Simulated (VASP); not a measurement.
# Ag2Bi2S (R-3m) in VASP: single point with PBE

Aim: the single point of Ag2Bi2S with PBE.

Program: VASP 6.6.1. These are calculated values, not measurements. Logs are shortened: lines on timing, memory, paths and dates and some standing lists are left out, and cuts for length are marked.

**1. The cell of the first run**

The structure is trigonal, space group R-3m (No. 166). The conventional cell has a = 4.074 Å, b = 4.074 Å, c = 28.321 Å, α = 90.00°, β = 90.00°, γ = 120.00°. Within 4.1 Å of Bi (site symmetry 3m) lie 3 Ag at 3.04 Å and 3 S at 3.07 Å and 6 Bi at 4.07 Å. Ag (site symmetry 3m) has 3 Ag at 2.87 Å and 3 Bi at 3.04 Å within 3.8 Å. S (site symmetry -3m) has 6 Bi at 3.07 Å and 6 S at 4.07 Å within 4.1 Å.

**2. Single point, PBE**

File INCAR:

```
ALGO = Normal
EDIFF = 1E-7
ENCUT = 520
GGA = PE
ISIF = 2
ISMEAR = -1
LASPH = T
LCHARG = T
LELF = T
LREAL = F
LVHAR = T
LWAVE = F
NBANDS = 37
NELM = 100
PREC = Accurate
SIGMA = 0.1
```

File KPOINTS:

```
k-points
0
Gamma
  6 6 6
```

File POSCAR:

```
Ag2Bi2S
1.0
    0.0000000000     -2.0830227636      3.5008859610
    0.8528829060     -1.9004150851     -3.5008855449
    9.7288683064     -0.0000019330     -0.0000011501
Bi Ag S
2 2 1
Direct
    0.5969877497      0.1939754994      0.2090367509
    0.4030122503      0.8060245006      0.7909632491
    0.1956471260      0.3912942521      0.4130586219
    0.8043528740      0.6087057479      0.5869413781
    0.0000000000      0.0000000000      0.0000000000
```

Potentials or basis: VASP PAW PBE potentials, release 64 (Bi_d, Ag, S).

Launch:

```console
$ cat potpaw_PBE.64/Bi_d/POTCAR potpaw_PBE.64/Ag/POTCAR potpaw_PBE.64/S/POTCAR > POTCAR
$ mpirun -np 1 vasp_std > vasp.out
```

OUTCAR:

```text
EDIFF = 1E-7
   ENCUT = 520
   GGA = PE
   ISIF = 2
   ISMEAR = -1
   LASPH = T
   LREAL = F
   NELM = 100
   PREC = Accurate

 ion  position               nearest neighbor table
   1  0.597  0.194  0.209-   3 3.04   3 3.04   3 3.04   5 3.07   5 3.07   5 3.07
   2  0.403  0.806  0.791-   4 3.04   4 3.04   4 3.04   5 3.07   5 3.07   5 3.07
   3  0.196  0.391  0.413-   4 2.87   4 2.87   4 2.87   1 3.04   1 3.04   1 3.04
   4  0.804  0.609  0.587-   3 2.87   3 2.87   3 2.87   2 3.04   2 3.04   2 3.04
   5  0.000  0.000  0.000-   2 3.07   1 3.07   2 3.07   1 3.07   1 3.07   2 3.07

  LATTYP: Found a trigonal (rhomboedric) cell.
 ALAT       =     9.7288683064
 COS(alpha) =     0.9123347474

  Lattice vectors:

 A1 = (   8.8759854004,   3.9834359157,  -0.0000015662)
 A2 = (   8.8759854004,   1.9004131521,   3.5008843948)
 A3 = (   9.7288683064,  -0.0000019330,  -0.0000011501)

Analysis of symmetry for initial positions (statically):
=====================================================================
 Subroutine PRICEL returns:
 Original cell was already a primitive cell.

 Routine SETGRP: Setting up the symmetry group for a
 trigonal (rhombohedral) supercell.

 Subroutine GETGRP returns: Found 12 space group operations
 (whereof 12 operations were pure point group operations)
 out of a pool of 12 trial point group operations.

The static configuration has the point symmetry D_3d.

Analysis of symmetry for dynamics (positions and initial velocities):
=====================================================================
 Subroutine PRICEL returns:
 Original cell was already a primitive cell.

 Routine SETGRP: Setting up the symmetry group for a
 trigonal (rhombohedral) supercell.

 Subroutine GETGRP returns: Found 12 space group operations
 (whereof 12 operations were pure point group operations)
 out of a pool of 12 trial point group operations.

The dynamic configuration has the point symmetry D_3d.

 Subroutine INISYM returns: Found 12 space group operations
 (whereof 12 operations are pure point group operations),
 and found     1 'primitive' translations

----------------------------------------------------------------------------------------

                                     Primitive cell

  volume of cell :     135.6745

  direct lattice vectors                    reciprocal lattice vectors
     0.000000000 -2.083022764  3.500885961    -0.000000034 -0.251039431  0.136273833
     0.852882906 -1.900415085 -3.500885545    -0.000000068 -0.251039468 -0.149368169
     9.728868306 -0.000001933 -0.000001150     0.102786884  0.022007418  0.013094386

  length of vectors
     4.073718982  4.073718982  9.728868306     0.285642003  0.292115841  0.105928905

  position of ions in fractional coordinates (direct lattice)
     0.596987750  0.193975499  0.209036751
     0.403012250  0.806024501  0.790963249
     0.195647126  0.391294252  0.413058622
     0.804352874  0.608705748  0.586941378
     0.000000000  0.000000000  0.000000000

  ion indices of the primitive-cell ions
   primitive index   ion index
                 1           1
                 2           2
                 3           3
                 4           4
                 5           5

----------------------------------------------------------------------------------------

 KPOINTS: k-points

Automatic generation of k-mesh.
 Grid dimensions read from file:
 generate k-points for:    6    6    6

 Generating k-lattice:

  Cartesian coordinates                     Fractional coordinates (reciprocal lattice)
    -0.000000006 -0.041839905  0.022712306     0.166666667  0.000000000 -0.000000000
    -0.000000011 -0.041839911 -0.024894695     0.000000000  0.166666667 -0.000000000
     0.017131147  0.003667903  0.002182398     0.000000000 -0.000000000  0.166666667

  Length of vectors
     0.047607000  0.048685974  0.017654817

  Shift w.r.t. Gamma in fractional coordinates (k-lattice)
     0.000000000  0.000000000  0.000000000

 Subroutine IBZKPT returns following result:
 ===========================================

 Found     32 irreducible k-points:

 Following reciprocal coordinates:
            Coordinates               Weight
  0.000000  0.000000  0.000000      1.000000
  0.166667  0.000000  0.000000      6.000000
  0.333333  0.000000  0.000000      6.000000
  0.500000  0.000000  0.000000      3.000000
 -0.000000  0.166667  0.000000      6.000000
  0.166667  0.166667  0.000000     12.000000
[... 16 lines left out ...]
  0.333333  0.500000  0.166667     12.000000
  0.000000 -0.333333  0.166667      6.000000
 [... further k-points ...]
   k-points           NKPTS =     32   k-points in BZ     NKDIM =     32   number of bands    NBANDS=     37
   number of dos      NEDOS =    301   number of ions     NIONS =      5
   total plane-waves  NPLWV =  64800
   dimension x,y,z NGX =    30 NGY =   30 NGZ =   72
   dimension x,y,z NGXF=    60 NGYF=   60 NGZF=  144
   ions per type =               2   2   1
   NGX,Y,Z   is equivalent  to a cutoff of  12.24, 12.24, 12.30 a.u.
   NGXF,Y,Z  is equivalent  to a cutoff of  24.49, 24.49, 24.61 a.u.
 SYSTEM =  unknown system
   PREC   = accura    normal or accurate (medium, high low for compatibility)
   ISTART =      0    job   : 0-new  1-cont  2-samecut
   ICHARG =      2    charge: 1-file 2-atom 10-const
   ISPIN  =      1    spin polarized calculation?
   LNONCOLLINEAR =      F non collinear calculations
   LSORBIT =      F    spin-orbit coupling
   LASPH  =      T    aspherical Exc in radial PAW
   ENCUT  =  520.0 eV  38.22 Ry    6.18 a.u.   7.57  7.57 18.09*2*pi/ulx,y,z
   NELM   =    100;   NELMIN=  2; NELMDL= -5     # of ELM steps
   EDIFF  = 0.1E-06   stopping-criterion for ELM
   LREAL  =      F    real-space projection
   EDIFFG = 0.1E-05   stopping-criterion for IOM
   NSW    =      0    number of steps for IOM
   IBRION =     -1    ionic relax: 0-MD 1-quasi-New 2-CG
   NFREE  =      0    steps in history (QN), initial steepest desc. (CG)
   ISIF   =      2    stress and relaxation
   ISYM   =      2    0-nonsym 1-usesym 2-fastsym
   POTIM  = 0.5000    time-step for ionic-motion
   TEBEG  =    0.0;   TEEND  =   0.0 temperature during run
   PSTRESS=    0.0 pullay stress
   NELECT =      58.0000    total number of electrons
   NUPDOWN=      -1.0000    fix difference up-down
   EMIN   =  10.00;   EMAX   =-10.00  energy-range for DOS
   EFERMI =   0.00;   METHOD = LEGACY
   ISMEAR =    -1;   SIGMA  =   0.10  broadening in eV -4-tet -1-fermi 0-gaus
   EFERMI_NEDOS =   21; number of points for ismear=-14 and -15
   IALGO  =     38    algorithm
   IMIX   =      4    mixing-type and parameters
     AMIX     =   0.40;   BMIX     =  1.00
     AMIX_MAG =   1.60;   BMIX_MAG =  1.00
  volume/ion in A,a.u.               =      27.13       183.12
  Fermi-wavevector in a.u.,A,eV,Ry     =   1.233251  2.330506 20.693203  1.520908
  Thomas-Fermi vector in A             =   2.367989
   LORBIT       =      0    0 simple, 1 ext, 2 COOP (PROOUT), +10 PAW based schemes
   GGA     = PE    functional components
   LHFCALC =     F    Hartree Fock is set to
   AEXX    =    0.0000 exact exchange contribution
   IVDW    =     0    specifies the selected vdW correction
   LEPSILON=     F    determine dielectric tensor
   LRPA    =     F    only Hartree local field effects (RPA)
 non-spin polarized calculation
  energy-cutoff  :      520.00
  volume of cell :      135.67
 maximum number of plane-waves:      3678
   NGX = 15   NGY = 15   NGZ = 37

 number of electron      57.9999997 magnetization

 Free energy of the ion-electron system (eV)
  ---------------------------------------------------
  ext. energy  EPLUGINS =         0.00000000
  ---------------------------------------------------
  free energy    TOTEN  =       -16.60678985 eV

  energy without entropy =      -16.51864471  energy(sigma->0) =      -16.56271728

 E-fermi :   5.9983     XC(G=0):  -9.9464

 val. band max:        5.9291036526   @ k =   0.1667   0.3333   0.1667
 cond. band min:       5.9998598106   @ k =   0.1667   0.3333   0.0000
 fundamental gap:      0.0707561580
 Fermi energy:         5.9982826119

 k-point     1 :       0.0000    0.0000    0.0000
  band No.  band energies     occupation
      1     -17.3086      2.00000
      2     -17.3086      2.00000
      3     -17.3078      2.00000
      4     -17.3078      2.00000
      5     -17.2944      2.00000
      6     -17.2915      2.00000
[... 29 lines left out ...]
     36      12.4566      0.00000
     37      12.4682      0.00000

 k-point     2 :       0.1667    0.0000    0.0000
  band No.  band energies     occupation
      1     -17.3098      2.00000
      2     -17.3087      2.00000
      3     -17.3014      2.00000
      4     -17.3006      2.00000
      5     -17.2902      2.00000
      6     -17.2882      2.00000
[... 29 lines left out ...]
     36      11.7361      0.00000
     37      12.3753      0.00000

 k-point     3 :       0.3333    0.0000    0.0000
  band No.  band energies     occupation
      1     -17.3137      2.00000
      2     -17.3118      2.00000
      3     -17.2949      2.00000
      4     -17.2908      2.00000
      5     -17.2891      2.00000
      6     -17.2875      2.00000
[... 29 lines left out ...]
     36      11.5131      0.00000
     37      11.9015      0.00000

 k-point     4 :       0.5000    0.0000    0.0000
  band No.  band energies     occupation
      1     -17.3160      2.00000
      2     -17.3137      2.00000
      3     -17.2985      2.00000
      4     -17.2936      2.00000
      5     -17.2886      2.00000
      6     -17.2852      2.00000
[... 29 lines left out ...]
     36      11.4660      0.00000
     37      11.4739      0.00000
[... 683 lines left out ...]
      1     -17.3088      2.00000
      2     -17.3063      2.00000
      3     -17.2961      2.00000
      4     -17.2924      2.00000
      5     -17.2904      2.00000
      6     -17.2883      2.00000
[... 29 lines left out ...]
     36      11.2289      0.00000
     37      11.7104      0.00000

 k-point    23 :       0.3333    0.5000    0.1667
  band No.  band energies     occupation
      1     -17.3088      2.00000
      2     -17.3064      2.00000
      3     -17.2961      2.00000
      4     -17.2923      2.00000
      5     -17.2904      2.00000
      6     -17.2883      2.00000
[... 29 lines left out ...]
     36      11.4880      0.00000
     37      11.9694      0.00000

 k-point    24 :       0.0000   -0.3333    0.1667
  band No.  band energies     occupation
      1     -17.3137      2.00000
      2     -17.3118      2.00000
      3     -17.2948      2.00000
      4     -17.2909      2.00000
      5     -17.2892      2.00000
      6     -17.2875      2.00000
[... 29 lines left out ...]
     36      11.5411      0.00000
     37      11.7135      0.00000

 [... further k-points ...]

------------------------ aborting loop because EDIFF is reached ----------------------------------------

  FORCE on cell =-STRESS in cart. coord.  units (eV):
  Direction    XX          YY          ZZ          XY          YZ          ZX
  --------------------------------------------------------------------------------------
  -------------------------------------------------------------------------------------
  Total       -3.5196663     -3.8632966     -3.8739613      0.0771085      0.0098231      0.0458795
  in kB      -41.5636611    -45.6215828    -45.7475225      0.9105729      0.1160011      0.5417897
  external PRESSURE =     -44.3109221 kB  Pullay stress =       0.0000000 kB

 VOLUME and BASIS-vectors are now :
 -----------------------------------------------------------------------------
  energy-cutoff  :      520.00
  volume of cell :      135.67
      direct lattice vectors                 reciprocal lattice vectors
     0.000000000 -2.083022764  3.500885961    -0.000000034 -0.251039431  0.136273833
     0.852882906 -1.900415085 -3.500885545    -0.000000068 -0.251039468 -0.149368169
     9.728868306 -0.000001933 -0.000001150     0.102786884  0.022007418  0.013094386

 POSITION                                       TOTAL-FORCE (eV/Angst)
 -----------------------------------------------------------------------------------
      2.19913     -1.61217      1.41090        -0.007617     -0.001631     -0.000970
      8.38262     -2.37127     -1.41090         0.007617      0.001631      0.000970
      4.35232     -1.15116     -0.68494         0.005233      0.001121      0.000667
      6.22943     -2.83228      0.68494        -0.005233     -0.001121     -0.000667
      0.00000      0.00000      0.00000        -0.000000     -0.000000     -0.000000
 -----------------------------------------------------------------------------------
    total drift:                               -0.000000     -0.000000     -0.000000

  FREE ENERGIE OF THE ION-ELECTRON SYSTEM (eV)
  ---------------------------------------------------
  free  energy   TOTEN  =       -16.6067898469 eV

  energy  without entropy=      -16.5186447075  energy(sigma->0) =      -16.56271728
```

It took 1.8 min on 1 thread of Intel Xeon Platinum 8488C (Sapphire Rapids), shared host; peak memory 0.33 GiB.

Results:

| Item | Value |
| --- | --- |
| Free energy | -16.6068 eV |
| Pressure | -4.4 GPa |
| Largest force | 0.008 eV/Å |
| Band gap on the k mesh | zero (bands 29 and 30 overlap by 1.78 eV) |

Forces in eV/Å, atoms in the order of the input:
```
Bi  -0.008 -0.002 -0.001
Bi   0.008  0.002  0.001
Ag   0.005  0.001  0.001
Ag  -0.005 -0.001 -0.001
S    0.000  0.000  0.000
```

Levels at points of the mesh, in eV from the Fermi level:
```csv
k point,band 27,band 28,band 29,band 30,band 31,band 32
"(0.00, 0.00, 0.00)",-2.05,0.26,0.82,1.33,1.33,2.31
"(0.50, 0.00, 0.00)",-2.77,-0.70,-0.44,-0.34,0.03,0.78
"(0.00, 0.50, 0.00)",-2.77,-1.83,-1.70,0.58,1.12,1.23
"(0.00, 0.00, 0.50)",-1.83,-1.49,1.44,1.44,2.18,2.18
```

Caveat: the cell stands under tension; spin-orbit coupling is left out, which moves the levels of the heavy elements.
